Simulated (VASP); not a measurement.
# SiC (P6_3mc) in VASP: further runs, part 3 of 3

VASP 6.6.1. The steps go on from the part before.

### Step 5. Single point, PBE (uniaxial z strain +2.0%)

File INCAR:

```
SYSTEM = SiC
PREC     = Accurate       ! precision mode
ENCUT    = 520            ! plane-wave cutoff, eV
EDIFF    = 1E-6           ! SCF threshold, eV
ISMEAR   = -1             ! smearing method
SIGMA    = 0.02           ! smearing width, eV
LREAL    = .FALSE.        ! projectors in reciprocal space
LASPH    = .TRUE.         ! aspherical terms in the spheres
NELM     = 100            ! most SCF steps
ALGO     = Normal         ! electronic algorithm
ISIF     = 2              ! what is computed and relaxed
LWAVE    = .FALSE.        ! write WAVECAR
LCHARG   = .FALSE.        ! write CHGCAR
GGA      = PE             ! functional
NBANDS   = 26             ! bands
```

File KPOINTS:

```
regular mesh
0
G
  12 12 4
  0 0 0
```

File POSCAR:

```
SiC
1.0
    3.0775550330      0.0000000000      0.0000000000
   -1.5387775165      2.6652408402      0.0000000000
    0.0000000000      0.0000000000     10.2782572418
Si C
4 4
Direct
    0.0000000000      0.0000000000      0.0002805253
    0.3333333333      0.6666666667      0.2502359660
    0.0000000000      0.0000000000      0.5002805253
    0.6666666667      0.3333333333      0.7502359660
    0.0000000000      0.0000000000      0.1869327560
    0.3333333333      0.6666666667      0.4375507527
    0.0000000000      0.0000000000      0.6869327560
    0.6666666667      0.3333333333      0.9375507527
```

Potentials or basis: VASP PAW PBE potentials, release 64 (Si, C).

Command:

```bash
cat potpaw_PBE.64/Si/POTCAR potpaw_PBE.64/C/POTCAR > POTCAR
mpirun -np 1 vasp_std > vasp.out
```

OUTCAR:

```text
SYSTEM = SiC
   PREC = Accurate
   ENCUT = 520
   EDIFF = 1E-6
   ISMEAR = -1
   LREAL = .FALSE.
   LASPH = .TRUE.
   NELM = 100
   ISIF = 2
   GGA = PE

 ion  position               nearest neighbor table
   1  0.000  0.000  0.000-   8 1.89   8 1.89   8 1.89   5 1.92   2 3.12   2 3.12   2 3.12   4 3.12
                             4 3.12   4 3.12
   2  0.333  0.667  0.250-   5 1.89   5 1.89   5 1.89   6 1.93   1 3.12   1 3.12   1 3.12   3 3.12
                             3 3.12   3 3.12
   3  0.000  0.000  0.500-   6 1.89   6 1.89   6 1.89   7 1.92   4 3.12   4 3.12   4 3.12   2 3.12
                             2 3.12   2 3.12
[... 917 lines left out ...]
  in kB       24.8297479     24.8297479    -72.8852967      0.0000000      0.0000000      0.0000000
  external PRESSURE =      -7.7419337 kB  Pullay stress =       0.0000000 kB

 VOLUME and BASIS-vectors are now :
 -----------------------------------------------------------------------------
  energy-cutoff  :      520.00
  volume of cell :       84.31
      direct lattice vectors                 reciprocal lattice vectors
     3.077555033  0.000000000  0.000000000     0.324933263  0.187600307  0.000000000
    -1.538777516  2.665240840  0.000000000     0.000000000  0.375200614  0.000000000
     0.000000000  0.000000000 10.278257242     0.000000000  0.000000000  0.097292759

 POSITION                                       TOTAL-FORCE (eV/Angst)
 -----------------------------------------------------------------------------------
      0.00000      0.00000      0.00288         0.000000      0.000000      0.019235
     -0.00000      1.77683      2.57199        -0.000000      0.000000      0.024976
      0.00000      0.00000      5.14201        -0.000000      0.000000      0.019235
      1.53878      0.88841      7.71112         0.000000     -0.000000      0.024976
      0.00000      0.00000      1.92134         0.000000      0.000000     -0.016902
     -0.00000      1.77683      4.49726         0.000000     -0.000000     -0.027309
      0.00000      0.00000      7.06047        -0.000000      0.000000     -0.016902
      1.53878      0.88841      9.63639        -0.000000      0.000000     -0.027309
 -----------------------------------------------------------------------------------
    total drift:                               -0.000000     -0.000000     -0.000736

  FREE ENERGIE OF THE ION-ELECTRON SYSTEM (eV)
  ---------------------------------------------------
  free  energy   TOTEN  =       -60.2144567947 eV

  energy  without entropy=      -60.2144567947  energy(sigma->0) =      -60.21445679
```

OSZICAR:

```text
N       E                     dE             d eps       ncg     rms          rms(c)
DAV:   1     0.736732854087E+02    0.73673E+02   -0.14418E+04  2964   0.109E+03
DAV:   2    -0.603075777074E+02   -0.13398E+03   -0.12451E+03  3962   0.193E+02
DAV:   3    -0.673466668506E+02   -0.70391E+01   -0.69908E+01  4070   0.412E+01
DAV:   4    -0.674349356153E+02   -0.88269E-01   -0.88146E-01  3846   0.543E+00
DAV:   5    -0.674364755479E+02   -0.15399E-02   -0.15391E-02  3966   0.680E-01    0.173E+01
DAV:   6    -0.603838628597E+02    0.70526E+01   -0.19108E+01  3774   0.191E+01    0.775E+00
DAV:   7    -0.602474555989E+02    0.13641E+00   -0.20583E+00  4092   0.640E+00    0.336E+00
DAV:   8    -0.602167900105E+02    0.30666E-01   -0.11028E-01  3638   0.159E+00    0.103E+00
DAV:   9    -0.602138645723E+02    0.29254E-02   -0.17368E-02  3708   0.710E-01    0.164E-01
DAV:  10    -0.602143653825E+02   -0.50081E-03   -0.15250E-03  3842   0.191E-01    0.794E-02
DAV:  11    -0.602144543159E+02   -0.88933E-04   -0.20739E-04  3506   0.879E-02    0.172E-02
DAV:  12    -0.602144555319E+02   -0.12161E-05   -0.86531E-06  3852   0.161E-02    0.663E-03
DAV:  13    -0.602144566149E+02   -0.10830E-05   -0.10236E-06  2544   0.557E-03    0.247E-03
DAV:  14    -0.602144567947E+02   -0.17981E-06   -0.14658E-07  1964   0.205E-03
   1 F= -.60214457E+02 E0= -.60214457E+02  d E =-.646967E-12
```

It took 66 s on 1 thread of Intel Xeon 6975P-C (Granite Rapids), shared host; peak memory 0.24 GiB.

Results:

```
Free energy            : -60.2145 eV
Pressure               : -0.8 GPa
Largest force          : 0.027 eV/Å
Band gap on the k mesh : 2.10 eV (least direct gap 3.27 eV)
```

Forces in eV/Å, atoms in the order of the input:
```
Si   0.000  0.000  0.019
Si   0.000  0.000  0.025
Si   0.000  0.000  0.019
Si   0.000  0.000  0.025
C    0.000  0.000 -0.017
C    0.000  0.000 -0.027
C    0.000  0.000 -0.017
C    0.000  0.000 -0.027
```

Stress tensor (GPa, compression positive):
```
 2.48  0.00  0.00
 0.00  2.48  0.00
 0.00  0.00 -7.29
```

Levels at points of the mesh, in eV from the valence-band top:
```
           k point  band 12  band 13  band 14  band 15  band 16  band 17  band 18  band 19  band 20  band 21
(0.00, 0.00, 0.00)    -0.54    -0.54    -0.23     0.00     0.00     5.17     5.72     5.77     6.31     6.96
(0.50, 0.00, 0.00)    -2.35    -2.34    -2.32    -1.69    -1.17     2.10     2.36     4.20     4.49     5.14
(0.00, 0.00, 0.50)    -0.97    -0.19    -0.19    -0.19    -0.19     5.37     5.37     6.74     6.74     7.06
(0.50, 0.00, 0.50)    -2.93    -2.58    -2.58    -1.57    -1.57     2.61     2.61     4.08     4.08     5.85
```

Caveat: the cell differs from its parent crystal (uniaxial z strain +2.0%). A k mesh can miss the band edges.

### Step 6. Overview

| cell | gap on the mesh (eV) | pressure (GPa) | largest force (eV/Å) |
| --- | --- | --- | --- |
| a = 3.078, b = 3.078, c = 9.774 Å, angles 90.0, 90.0, 120.0°, 8 atoms, atomic positions A | 2.06 | 10.8 | 0.04 |
| a = 3.078, b = 3.078, c = 9.875 Å, angles 90.0, 90.0, 120.0°, 8 atoms, atomic positions A | 2.19 | 8.2 | 0.03 |
| a = 3.078, b = 3.078, c = 10.077 Å, angles 90.0, 90.0, 120.0°, 8 atoms, atomic positions B | 2.23 | 3.4 | 0.01 |
| a = 3.078, b = 3.078, c = 10.278 Å, angles 90.0, 90.0, 120.0°, 8 atoms, atomic positions B | 2.10 | -0.8 | 0.03 |

Alike in all rows: task single point; level PBE; potentials or basis VASP PAW PBE potentials, release 64 (Si, C); no spin polarisation; k mesh 12 × 12 × 4; cutoff (eV) 520; smearing fermi-dirac 0.02 eV.

Caveats: the cell stands under pressure (at least some runs).

Total energies depend on the potentials used, so only differences within one code and one set of settings carry meaning.
